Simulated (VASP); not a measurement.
# Ag (Im-3m) in VASP: further runs

Runs on Ag. Level: PBE. Tasks: single point, relaxation of cell and atoms.

Everything below comes from runs of VASP 6.6.1. Logs are shortened: lines on timing, memory, paths and dates and some standing lists are left out, and cuts for length are marked.

**1. The cell of the first run**

The structure is cubic, space group Im-3m (No. 229). Conventional cell: a = 3.328 Å, b = 3.328 Å, c = 3.328 Å, α = 90.00°, β = 90.00°, γ = 90.00°. Ag (site symmetry m-3m) has 14 Ag at 2.88 to 3.33 Å within 3.8 Å.

**2. Single point, PBE**

INCAR

```
SYSTEM = Ag
PREC     = Accurate       ! precision mode
ENCUT    = 520            ! plane-wave cutoff, eV
EDIFF    = 1E-6           ! SCF threshold, eV
ISMEAR   = -1             ! smearing method
SIGMA    = 0.05           ! smearing width, eV
LREAL    = .FALSE.        ! projectors in reciprocal space
LASPH    = .TRUE.         ! aspherical terms in the spheres
NELM     = 60             ! most SCF steps
ALGO     = Normal         ! electronic algorithm
ISIF     = 2              ! what is computed and relaxed
LWAVE    = .FALSE.        ! write WAVECAR
LCHARG   = .FALSE.        ! write CHGCAR
GGA      = PE             ! functional
NBANDS   = 12             ! bands
```

KPOINTS

```
regular mesh
0
G
  16 16 16
  0 0 0
```

POSCAR

```
Ag
1.0
   -1.6639433477      1.6639433477      1.6639433477
    1.6639433477     -1.6639433477      1.6639433477
    1.6639433477      1.6639433477     -1.6639433477
Ag
1
Direct
    0.0000000000      0.0000000000      0.0000000000
```

Potentials or basis: VASP PAW PBE potentials, release 64 (Ag).

Run with:

```bash
$ cat potpaw_PBE.64/Ag/POTCAR > POTCAR
$ mpirun -np 1 vasp_std > vasp.out
```

OUTCAR:

```text
SYSTEM = Ag
   PREC = Accurate
   ENCUT = 520
   EDIFF = 1E-6
   ISMEAR = -1
   LREAL = .FALSE.
   LASPH = .TRUE.
   NELM = 60
   ISIF = 2
   GGA = PE

 ion  position               nearest neighbor table
   1  0.000  0.000  0.000-

  LATTYP: Found a body centered cubic cell.
 ALAT       =     3.3278866954

  Lattice vectors:

 A1 = (  -1.6639433477,   1.6639433477,   1.6639433477)
 A2 = (   1.6639433477,  -1.6639433477,   1.6639433477)
 A3 = (   1.6639433477,   1.6639433477,  -1.6639433477)

Analysis of symmetry for initial positions (statically):
=====================================================================
 Subroutine PRICEL returns:
 Original cell was already a primitive cell.

 Routine SETGRP: Setting up the symmetry group for a
 body centered cubic supercell.

 Subroutine GETGRP returns: Found 48 space group operations
 (whereof 48 operations were pure point group operations)
 out of a pool of 48 trial point group operations.

The static configuration has the point symmetry O_h .

Analysis of symmetry for dynamics (positions and initial velocities):
=====================================================================
 Subroutine PRICEL returns:
 Original cell was already a primitive cell.

 Routine SETGRP: Setting up the symmetry group for a
 body centered cubic supercell.

 Subroutine GETGRP returns: Found 48 space group operations
 (whereof 48 operations were pure point group operations)
 out of a pool of 48 trial point group operations.

The dynamic configuration has the point symmetry O_h .

 Subroutine INISYM returns: Found 48 space group operations
 (whereof 48 operations are pure point group operations),
 and found     1 'primitive' translations

----------------------------------------------------------------------------------------

                                     Primitive cell

  volume of cell :      18.4279

  direct lattice vectors                    reciprocal lattice vectors
    -1.663943348  1.663943348  1.663943348     0.000000000  0.300491000  0.300491000
     1.663943348 -1.663943348  1.663943348     0.300491000  0.000000000  0.300491000
     1.663943348  1.663943348 -1.663943348     0.300491000  0.300491000  0.000000000

  length of vectors
     2.882034419  2.882034419  2.882034419     0.424958447  0.424958447  0.424958447

[... 76 lines left out ...]
   ENCUT  =  520.0 eV  38.22 Ry    6.18 a.u.   5.36  5.36  5.36*2*pi/ulx,y,z
   NELM   =     60;   NELMIN=  2; NELMDL= -5     # of ELM steps
   EDIFF  = 0.1E-05   stopping-criterion for ELM
   LREAL  =      F    real-space projection
   EDIFFG = 0.1E-04   stopping-criterion for IOM
   NSW    =      0    number of steps for IOM
   IBRION =     -1    ionic relax: 0-MD 1-quasi-New 2-CG
   NFREE  =      0    steps in history (QN), initial steepest desc. (CG)
   ISIF   =      2    stress and relaxation
   ISYM   =      2    0-nonsym 1-usesym 2-fastsym
   POTIM  = 0.5000    time-step for ionic-motion
   TEBEG  =    0.0;   TEEND  =   0.0 temperature during run
   PSTRESS=    0.0 pullay stress
   NELECT =      11.0000    total number of electrons
   NUPDOWN=      -1.0000    fix difference up-down
   EMIN   =  10.00;   EMAX   =-10.00  energy-range for DOS
   EFERMI =   0.00;   METHOD = LEGACY
   ISMEAR =    -1;   SIGMA  =   0.05  broadening in eV -4-tet -1-fermi 0-gaus
   EFERMI_NEDOS =   21; number of points for ismear=-14 and -15
   IALGO  =     38    algorithm
   IMIX   =      4    mixing-type and parameters
     AMIX     =   0.40;   BMIX     =  1.00
     AMIX_MAG =   1.60;   BMIX_MAG =  1.00
  volume/ion in A,a.u.               =      18.43       124.36
  Fermi-wavevector in a.u.,A,eV,Ry     =   1.378417  2.604830 25.851513  1.900033
  Thomas-Fermi vector in A             =   2.503480
   LORBIT       =      0    0 simple, 1 ext, 2 COOP (PROOUT), +10 PAW based schemes
   GGA     = PE    functional components
   LHFCALC =     F    Hartree Fock is set to
   AEXX    =    0.0000 exact exchange contribution
   IVDW    =     0    specifies the selected vdW correction
   LEPSILON=     F    determine dielectric tensor
   LRPA    =     F    only Hartree local field effects (RPA)
 non-spin polarized calculation
  energy-cutoff  :      520.00
  volume of cell :       18.43
 maximum number of plane-waves:       531
 NGX is ok and might be reduce to    24
   NGX = 11   NGY = 11   NGZ = 11

 number of electron      10.9999998 magnetization

 Free energy of the ion-electron system (eV)
  ---------------------------------------------------
  ext. energy  EPLUGINS =         0.00000000
  ---------------------------------------------------
  free energy    TOTEN  =        -2.67945052 eV

  energy without entropy =       -2.67609315  energy(sigma->0) =       -2.67777184

 E-fermi :   7.4398     XC(G=0): -11.7503

 val. band max:        7.3982971194   @ k =  -0.3750   0.4375   0.1250
 cond. band min:       7.4944685980   @ k =  -0.3125   0.3125   0.3125
 fundamental gap:      0.0961714786
 Fermi energy:         7.4398463175

 k-point     1 :       0.0000    0.0000    0.0000
  band No.  band energies     occupation
      1       0.1902      2.00000
      2       2.7579      2.00000
      3       2.7579      2.00000
      4       2.7579      2.00000
      5       3.9307      2.00000
      6       3.9307      2.00000
      7      25.0903      0.00000
      8      25.0903      0.00000
      9      25.0903      0.00000
     10      30.2350      0.00000
     11      30.2350      0.00000
     12      30.2350      0.00000
[... 331 lines left out ...]
 k-point    24 :       0.2500    0.1875    0.0000
  band No.  band energies     occupation
      1       1.9614      2.00000
      2       2.3899      2.00000
      3       3.1328      2.00000
      4       3.7392      2.00000
      5       4.1213      2.00000
      6       6.2661      2.00000
      7      15.7222      0.00000
      8      17.4485      0.00000
      9      21.7911      0.00000
     10      26.6734      0.00000
     11      29.5563      0.00000
     12      32.0357      0.00000

 [... further k-points ...]
[... 5 lines left out ...]
  --------------------------------------------------------------------------------------
  -------------------------------------------------------------------------------------
  Total       -0.2190827     -0.2190827     -0.2190827      0.0000000     -0.0000000      0.0000000
  in kB      -19.0477227    -19.0477227    -19.0477227      0.0000000     -0.0000000      0.0000000
  external PRESSURE =     -19.0477227 kB  Pullay stress =       0.0000000 kB

 VOLUME and BASIS-vectors are now :
 -----------------------------------------------------------------------------
  energy-cutoff  :      520.00
  volume of cell :       18.43
      direct lattice vectors                 reciprocal lattice vectors
    -1.663943348  1.663943348  1.663943348     0.000000000  0.300491000  0.300491000
     1.663943348 -1.663943348  1.663943348     0.300491000  0.000000000  0.300491000
     1.663943348  1.663943348 -1.663943348     0.300491000  0.300491000  0.000000000

 POSITION                                       TOTAL-FORCE (eV/Angst)
 -----------------------------------------------------------------------------------
      0.00000      0.00000      0.00000         0.000000     -0.000000     -0.000000
 -----------------------------------------------------------------------------------
    total drift:                                0.000000      0.000000      0.000000

  FREE ENERGIE OF THE ION-ELECTRON SYSTEM (eV)
  ---------------------------------------------------
  free  energy   TOTEN  =        -2.6794505250 eV

  energy  without entropy=       -2.6760931472  energy(sigma->0) =       -2.67777184
```

OSZICAR:

```text
N       E                     dE             d eps       ncg     rms          rms(c)
DAV:   1     0.515005537464E+02    0.51501E+02   -0.54282E+03  3528   0.816E+02
DAV:   2    -0.210486753621E+01   -0.53605E+02   -0.50535E+02  4028   0.190E+02
DAV:   3    -0.290403902681E+01   -0.79917E+00   -0.79798E+00  4100   0.245E+01
DAV:   4    -0.290663154888E+01   -0.25925E-02   -0.25924E-02  3920   0.146E+00
DAV:   5    -0.290665362013E+01   -0.22071E-04   -0.22071E-04  3968   0.120E-01    0.427E+00
DAV:   6    -0.268680577112E+01    0.21985E+00   -0.93287E-01  3764   0.849E+00    0.293E+00
DAV:   7    -0.268168056948E+01    0.51252E-02   -0.47780E-03  3908   0.693E-01    0.169E+00
DAV:   8    -0.267943430596E+01    0.22463E-02   -0.72267E-04  3888   0.215E-01    0.568E-02
DAV:   9    -0.267944587817E+01   -0.11572E-04   -0.10426E-05  3868   0.267E-02    0.186E-02
DAV:  10    -0.267945066113E+01   -0.47830E-05   -0.39417E-06  3904   0.191E-02    0.184E-03
DAV:  11    -0.267945052498E+01    0.13616E-06   -0.63529E-08  1956   0.213E-03
   1 F= -.26794505E+01 E0= -.26777718E+01  d E =-.335738E-02
```

stdout:

```text
POSCAR found type information on POSCAR Ag
 POSCAR found :  1 types and       1 ions
 scaLAPACK will be used
 LDA part: xc-table for (Slater+PW92), standard interpolation
 POSCAR, INCAR and KPOINTS ok, starting setup
 FFT: planning ... GRIDC
 FFT: planning ... GRID_SOFT
 FFT: planning ... GRID
 WAVECAR not read
 entering main loop
```

Wall time 16 s (1 thread of Intel Xeon Platinum 8488C (Sapphire Rapids), shared host); peak memory 0.16 GiB.

What came out:

| Quantity | Value |
| --- | --- |
| Free energy | -2.6795 eV |
| Pressure | -1.9 GPa |

**3. Relaxation of cell and atoms, PBE, target pressure -1.8 GPa, at which the enthalpy is minimised**

This run uses another cell than the first one, of 18.24 Å³/atom, 0.990 times its volume.

INCAR

```
SYSTEM = Ag
PREC = Accurate ; ENCUT = 600
EDIFF = 1E-6 ; ISMEAR = -1
SIGMA = 0.05 ; LREAL = .FALSE.
LASPH = .TRUE. ; NELM = 80
ALGO = Normal ; ISIF = 3
LWAVE = .FALSE. ; LCHARG = .FALSE.
GGA = PE ; IBRION = 2
NSW = 60 ; EDIFFG = -0.005
PSTRESS = -18.0
```

KPOINTS is that of step 2.

POSCAR

```
Ag
1.0
   -1.6581208020      1.6581208020      1.6581208020
    1.6581208020     -1.6581208020      1.6581208020
    1.6581208020      1.6581208020     -1.6581208020
Ag
1
Direct
    0.0000000000      0.0000000000      0.0000000000
```

Potentials or basis: VASP PAW PBE potentials, release 64 (Ag).

Run with:

```bash
$ cat potpaw_PBE.64/Ag/POTCAR > POTCAR
$ mpirun -np 1 vasp_std > vasp.out
```

Run time: 25 s. Hardware: 1 thread of Intel Xeon Platinum 8488C (Sapphire Rapids), shared host; peak memory 0.17 GiB.

Results (log left out):

```yaml
Free_energy: -2.6794 eV
Relaxed_volume: 18.40 Å³/atom
Relaxed_cell: a = 2.880 Å, b = 2.880 Å, c = 2.880 Å, α = 109.47°, β = 109.47°, γ = 109.47°
Space_group_after_relaxing_to_0.05_Å: Im-3m (No. 229)
Energy_change_on_relaxing_the_enthalpy_is_what_falls: +1.5 meV/atom
Ionic_steps: 3
Pressure_after_relaxing: -1.8 GPa
```

The path:
```csv
step,energy change (eV),largest force (eV/Å),pressure (GPa),volume (Å³)
1,0.0000,0.0000,-1.10,18.24
2,0.0021,0.0000,-1.99,18.45
3,0.0015,0.0000,-1.82,18.40
```

Final structure:
```yaml
crystal:
  lattice:
    - [-1.66304, 1.66304, 1.66304]
    - [1.66304, -1.66304, 1.66304]
    - [1.66304, 1.66304, -1.66304]
  atoms:
    - { symbol: Ag, position: [0.00000, 0.00000, 0.00000] }
```

Levels at points of the mesh, in eV from the Fermi level:
```
           k point  band 2  band 3  band 4  band 5  band 6  band 7  band 8  band 9
(0.00, 0.00, 0.00)   -4.69   -4.69   -4.69   -3.51   -3.51   17.66   17.66   17.66
(0.50, 0.00, 0.00)   -5.37   -3.56   -3.41   -2.63    0.07    3.70   13.03   13.79
(0.50, 0.50, 0.50)   -5.94   -2.84   -2.84   -2.84    6.66    6.66    6.66   11.75
```

Caveat: the cell is relaxed towards a set pressure, so the enthalpy falls and the energy may rise.
